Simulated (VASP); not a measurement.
# CuI (F-43m) in VASP: further runs

Runs on CuI. Level: r2SCAN. Tasks: single point.

Everything below comes from runs of VASP 6.6.1. Logs are shortened: lines on timing, memory, paths and dates and some standing lists are left out, and cuts for length are marked.

## Step 1: The cell of the first run

It takes space group F-43m (No. 216, cubic). Conventional cell: a = 6.064 Å, b = 6.064 Å, c = 6.064 Å, α = 90.00°, β = 90.00°, γ = 90.00°. Cu (site symmetry -43m) has 4 I at 2.63 Å within 3.5 Å. Within 3.5 Å of I (site symmetry -43m) lie 4 Cu at 2.63 Å.

## Step 2: Single point, r2SCAN (27.88 Å³/atom)

POSCAR reads:

```
CuI
1.0
    0.0000000000      3.0321883740      3.0321883740
    3.0321883740      0.0000000000      3.0321883740
    3.0321883740      3.0321883740      0.0000000000
Cu I
1 1
Direct
    0.7500000000      0.7500000000      0.7500000000
    0.0000000000      0.0000000000      0.0000000000
```

INCAR.step1 reads:

```
SYSTEM = CuI
PREC = Accurate
ENCUT = 660
ISMEAR = 0
SIGMA = 0.05
LREAL = .FALSE.
LASPH = .TRUE.
NELM = 120
NBANDS = 16
GGA = PE
ALGO = Normal
EDIFF = 1E-5
LWAVE = .TRUE.
LCHARG = .FALSE.
GGA_COMPAT = .FALSE.
```

INCAR.step2 reads:

```
SYSTEM = CuI
PREC = Accurate
ENCUT = 660
EDIFF = 1E-6
ISMEAR = 0
SIGMA = 0.05
LREAL = .FALSE.
LASPH = .TRUE.
NELM = 120
ALGO = Normal
ISIF = 2
LWAVE = .FALSE.
LCHARG = .FALSE.
METAGGA = R2SCAN
LMIXTAU = .TRUE.
NBANDS = 16
ISTART = 1
GGA_COMPAT = .FALSE.
```

KPOINTS reads:

```
regular mesh
0
G
  6 6 6
  0 0 0
```

Potentials or basis: VASP PAW PBE potentials, release 64 (Cu, I).

Run with:

```sh
$ cat potpaw_PBE.64/Cu/POTCAR potpaw_PBE.64/I/POTCAR > POTCAR
$ cp INCAR.step1 INCAR
$ mpirun -np 1 vasp_std > vasp.out
$ cp INCAR.step2 INCAR
$ mpirun -np 1 vasp_std > vasp.out
```

OUTCAR:

```text
SYSTEM = CuI
   PREC = Accurate
   ENCUT = 660
   EDIFF = 1E-6
   ISMEAR = 0
   LREAL = .FALSE.
   LASPH = .TRUE.
   NELM = 120
   ISIF = 2
   METAGGA = R2SCAN
   ISTART = 1

 ion  position               nearest neighbor table
   1  0.750  0.750  0.750-   2 2.63   2 2.63   2 2.63   2 2.63
   2  0.000  0.000  0.000-   1 2.63   1 2.63   1 2.63   1 2.63

  LATTYP: Found a face centered cubic cell.
 ALAT       =     6.0643767480

  Lattice vectors:

 A1 = (   0.0000000000,   3.0321883740,   3.0321883740)
 A2 = (   3.0321883740,   0.0000000000,   3.0321883740)
 A3 = (   3.0321883740,   3.0321883740,   0.0000000000)

Analysis of symmetry for initial positions (statically):
=====================================================================
 Subroutine PRICEL returns:
 Original cell was already a primitive cell.

 Routine SETGRP: Setting up the symmetry group for a
 face centered cubic supercell.

 Subroutine GETGRP returns: Found 24 space group operations
 (whereof 24 operations were pure point group operations)
 out of a pool of 48 trial point group operations.

The static configuration has the point symmetry T_d .

Analysis of symmetry for dynamics (positions and initial velocities):
=====================================================================
 Subroutine PRICEL returns:
 Original cell was already a primitive cell.

 Routine SETGRP: Setting up the symmetry group for a
 face centered cubic supercell.

 Subroutine GETGRP returns: Found 24 space group operations
 (whereof 24 operations were pure point group operations)
 out of a pool of 48 trial point group operations.

The dynamic configuration has the point symmetry T_d .

 Subroutine INISYM returns: Found 24 space group operations
 (whereof 24 operations are pure point group operations),
 and found     1 'primitive' translations

----------------------------------------------------------------------------------------

                                     Primitive cell

  volume of cell :      55.7569

  direct lattice vectors                    reciprocal lattice vectors
     0.000000000  3.032188374  3.032188374    -0.164897407  0.164897407  0.164897407
     3.032188374  0.000000000  3.032188374     0.164897407 -0.164897407  0.164897407
     3.032188374  3.032188374  0.000000000     0.164897407  0.164897407 -0.164897407

  length of vectors
     4.288161922  4.288161922  4.288161922     0.285610687  0.285610687  0.285610687

  position of ions in fractional coordinates (direct lattice)
     0.750000000  0.750000000  0.750000000
     0.000000000  0.000000000  0.000000000

  ion indices of the primitive-cell ions
   primitive index   ion index
                 1           1
                 2           2

----------------------------------------------------------------------------------------

 KPOINTS: regular mesh

Automatic generation of k-mesh.
 Grid dimensions read from file:
 generate k-points for:    6    6    6

 Generating k-lattice:

  Cartesian coordinates                     Fractional coordinates (reciprocal lattice)
    -0.027482901  0.027482901  0.027482901     0.166666667  0.000000000  0.000000000
     0.027482901 -0.027482901  0.027482901     0.000000000  0.166666667  0.000000000
     0.027482901  0.027482901 -0.027482901     0.000000000  0.000000000  0.166666667

  Length of vectors
     0.047601781  0.047601781  0.047601781

  Shift w.r.t. Gamma in fractional coordinates (k-lattice)
     0.000000000  0.000000000  0.000000000

 Subroutine IBZKPT returns following result:
 ===========================================

 Found     16 irreducible k-points:

 Following reciprocal coordinates:
            Coordinates               Weight
  0.000000  0.000000  0.000000      1.000000
  0.166667  0.000000  0.000000      8.000000
  0.333333  0.000000  0.000000      8.000000
  0.500000  0.000000  0.000000      4.000000
  0.166667  0.166667  0.000000      6.000000
  0.333333  0.166667  0.000000     24.000000
[... 8 lines left out ...]
 -0.333333  0.333333  0.166667     24.000000
 -0.333333  0.500000  0.166667     12.000000
   k-points           NKPTS =     16   k-points in BZ     NKDIM =     16   number of bands    NBANDS=     16
   number of dos      NEDOS =    301   number of ions     NIONS =      2
   total plane-waves  NPLWV =  46656
   dimension x,y,z NGX =    36 NGY =   36 NGZ =   36
   dimension x,y,z NGXF=    72 NGYF=   72 NGZF=   72
   ions per type =               1   1
   NGX,Y,Z   is equivalent  to a cutoff of  13.96, 13.96, 13.96 a.u.
   NGXF,Y,Z  is equivalent  to a cutoff of  27.91, 27.91, 27.91 a.u.
 SYSTEM =  CuI
   PREC   = accura    normal or accurate (medium, high low for compatibility)
   ISTART =      1    job   : 0-new  1-cont  2-samecut
   ICHARG =      0    charge: 1-file 2-atom 10-const
   ISPIN  =      1    spin polarized calculation?
   LNONCOLLINEAR =      F non collinear calculations
   LSORBIT =      F    spin-orbit coupling
   LASPH  =      T    aspherical Exc in radial PAW
   ENCUT  =  660.0 eV  48.51 Ry    6.96 a.u.   8.98  8.98  8.98*2*pi/ulx,y,z
   NELM   =    120;   NELMIN=  2; NELMDL=  0     # of ELM steps
   EDIFF  = 0.1E-05   stopping-criterion for ELM
   LREAL  =      F    real-space projection
   EDIFFG = 0.1E-04   stopping-criterion for IOM
   NSW    =      0    number of steps for IOM
   IBRION =     -1    ionic relax: 0-MD 1-quasi-New 2-CG
   NFREE  =      0    steps in history (QN), initial steepest desc. (CG)
   ISIF   =      2    stress and relaxation
   ISYM   =      2    0-nonsym 1-usesym 2-fastsym
   POTIM  = 0.5000    time-step for ionic-motion
   TEBEG  =    0.0;   TEEND  =   0.0 temperature during run
   PSTRESS=    0.0 pullay stress
   NELECT =      18.0000    total number of electrons
   NUPDOWN=      -1.0000    fix difference up-down
   EMIN   =  10.00;   EMAX   =-10.00  energy-range for DOS
   EFERMI =   0.00;   METHOD = LEGACY
   ISMEAR =     0;   SIGMA  =   0.05  broadening in eV -4-tet -1-fermi 0-gaus
   EFERMI_NEDOS =   21; number of points for ismear=-14 and -15
   IALGO  =     38    algorithm
   IMIX   =      4    mixing-type and parameters
     AMIX     =   0.40;   BMIX     =  1.00
     AMIX_MAG =   1.60;   BMIX_MAG =  1.00
  volume/ion in A,a.u.               =      27.88       188.13
  Fermi-wavevector in a.u.,A,eV,Ry     =   1.123051  2.122259 17.160261  1.261244
  Thomas-Fermi vector in A             =   2.259715
   LORBIT       =      0    0 simple, 1 ext, 2 COOP (PROOUT), +10 PAW based schemes
   METAGGA = R2SCAN    functional components
   LHFCALC =     F    Hartree Fock is set to
   AEXX    =    0.0000 exact exchange contribution
   IVDW    =     0    specifies the selected vdW correction
   LEPSILON=     F    determine dielectric tensor
   LRPA    =     F    only Hartree local field effects (RPA)
 non-spin polarized calculation
 Gauss-broadening in eV      SIGMA  =   0.05
  energy-cutoff  :      660.00
  volume of cell :       55.76
 maximum number of plane-waves:      2168
   NGX = 17   NGY = 17   NGZ = 17

 number of electron      18.0000007 magnetization

 Free energy of the ion-electron system (eV)
  ---------------------------------------------------
  ext. energy  EPLUGINS =         0.00000000
  ---------------------------------------------------
  free energy    TOTEN  =       -35.79317994 eV

  energy without entropy =      -35.79317994  energy(sigma->0) =      -35.79317994

 E-fermi :   4.5361     XC(G=0):  -9.4457

 val. band max:        4.2519728451   @ k =   0.0000   0.0000   0.0000
 cond. band min:       5.8644538777   @ k =   0.0000   0.0000   0.0000
 fundamental gap:      1.6124810326
 Fermi energy:         4.5361050490

 k-point     1 :       0.0000    0.0000    0.0000
  band No.  band energies     occupation
      1     -10.2679      2.00000
      2       0.4555      2.00000
      3       0.4555      2.00000
      4       0.4555      2.00000
      5       2.4214      2.00000
      6       2.4214      2.00000
[... 8 lines left out ...]
     15      14.2454      0.00000
     16      14.2454      0.00000

 k-point     2 :       0.1667    0.0000    0.0000
  band No.  band energies     occupation
      1     -10.1368      2.00000
      2      -0.0536      2.00000
      3       0.4632      2.00000
      4       0.4632      2.00000
      5       2.4125      2.00000
      6       2.4125      2.00000
[... 8 lines left out ...]
     15      13.3849      0.00000
     16      13.8640      0.00000

 k-point     3 :       0.3333    0.0000    0.0000
  band No.  band energies     occupation
      1      -9.8489      2.00000
      2      -1.0514      2.00000
      3       0.4721      2.00000
      4       0.4721      2.00000
      5       2.4230      2.00000
      6       2.4230      2.00000
[... 8 lines left out ...]
     15      13.9128      0.00000
     16      13.9128      0.00000

 k-point     4 :       0.5000    0.0000    0.0000
  band No.  band energies     occupation
      1      -9.6891      2.00000
      2      -1.5363      2.00000
      3       0.4729      2.00000
      4       0.4729      2.00000
      5       2.4491      2.00000
      6       2.4491      2.00000
[... 8 lines left out ...]
     15      15.6333      0.00000
     16      15.6333      0.00000
[... 172 lines left out ...]
 k-point    14 :       0.5000    0.3333    0.1667
  band No.  band energies     occupation
      1      -9.6500      2.00000
      2      -1.0623      2.00000
      3      -0.0550      2.00000
      4       0.3930      2.00000
      5       2.3572      2.00000
      6       2.4357      2.00000
[... 8 lines left out ...]
     15      15.8075      0.00000
     16      16.8688      0.00000

 k-point    15 :      -0.3333    0.3333    0.1667
  band No.  band energies     occupation
      1      -9.5407      2.00000
      2      -1.1139      2.00000
      3      -0.3569      2.00000
      4       0.3473      2.00000
      5       2.3187      2.00000
      6       2.4194      2.00000
[... 8 lines left out ...]
     15      15.9638      0.00000
     16      16.5874      0.00000

 k-point    16 :      -0.3333    0.5000    0.1667
  band No.  band energies     occupation
      1      -9.4893      2.00000
      2      -1.2128      2.00000
      3      -0.2148      2.00000
      4       0.2439      2.00000
      5       2.3657      2.00000
      6       2.3693      2.00000
[... 8 lines left out ...]
     15      16.2730      0.00000
     16      16.9311      0.00000

------------------------ aborting loop because EDIFF is reached ----------------------------------------

  FORCE on cell =-STRESS in cart. coord.  units (eV):
  Direction    XX          YY          ZZ          XY          YZ          ZX
  --------------------------------------------------------------------------------------
  -------------------------------------------------------------------------------------
  Total       -0.3146931     -0.3146931     -0.3146931     -0.0000000      0.0000000     -0.0000000
  in kB       -9.0427243     -9.0427243     -9.0427243     -0.0000000      0.0000000     -0.0000000
  external PRESSURE =      -9.0427243 kB  Pullay stress =       0.0000000 kB

 VOLUME and BASIS-vectors are now :
 -----------------------------------------------------------------------------
  energy-cutoff  :      660.00
  volume of cell :       55.76
      direct lattice vectors                 reciprocal lattice vectors
     0.000000000  3.032188374  3.032188374    -0.164897407  0.164897407  0.164897407
     3.032188374  0.000000000  3.032188374     0.164897407 -0.164897407  0.164897407
     3.032188374  3.032188374  0.000000000     0.164897407  0.164897407 -0.164897407

 POSITION                                       TOTAL-FORCE (eV/Angst)
 -----------------------------------------------------------------------------------
      4.54828      4.54828      4.54828         0.000000      0.000000      0.000000
      0.00000      0.00000      0.00000        -0.000000     -0.000000     -0.000000
 -----------------------------------------------------------------------------------
    total drift:                                0.000000      0.000000      0.000000

  FREE ENERGIE OF THE ION-ELECTRON SYSTEM (eV)
  ---------------------------------------------------
  free  energy   TOTEN  =       -35.7931799378 eV

  energy  without entropy=      -35.7931799378  energy(sigma->0) =      -35.79317994
```

It took 1.9 min on 1 thread of AMD EPYC 7R43 (Zen 3), shared host; peak memory 0.18 GiB.

Results:

```
Free energy            : -35.7932 eV
Pressure               : -0.9 GPa
Band gap on the k mesh : 1.61 eV
```

Caveat: the PAW data sets were made with another functional, which shifts forces and pressure a little; spin-orbit coupling is left out, which moves the levels of the heavy elements. r2SCAN opens gaps a little over a GGA but as a rule still falls short of measured ones.

(Part 1 of 2 ends here.)
